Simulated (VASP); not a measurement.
Crystal: KI.

```
K I
1.0
     4.33214    0.04119    0.04119
     0.04119    4.33214    0.04119
     0.04119    0.04119    4.33214
K I
1 1
Cartesian
  0.0000 0.0000 0.0000
  2.2073 2.2073 2.2073
```

This cell differs from its parent crystal: strain along [111] +2.9%.

Base run:

```yaml
Program: VASP 6.6.1
Functional: r2SCAN
Potentials_or_basis: VASP PAW PBE potentials, release 64 (K_sv, I)
Cutoff: 550 eV
k_mesh: 6 × 6 × 6
Occupations: gaussian, width 0.01 eV
Spin: no spin polarisation
```

Its results: band gap on the k mesh 3.97 eV, indirect (least direct gap 4.28 eV); pressure -0.4 GPa.

The run is repeated on the same cell with these changes: functional from r2SCAN to PBE; cutoff from 550 eV to 500 eV; occupations from gaussian, width 0.01 eV to fermi-dirac, width 0.02 eV. What comes out?

Band gap on the k mesh 3.26 eV, indirect (least direct gap 3.57 eV); pressure 0.1 GPa.

Caveats: spin-orbit coupling is left out, which moves the levels of the heavy elements; the PAW data sets were made with another functional, which shifts forces and pressure a little (some runs).

A k mesh can miss the band edges.
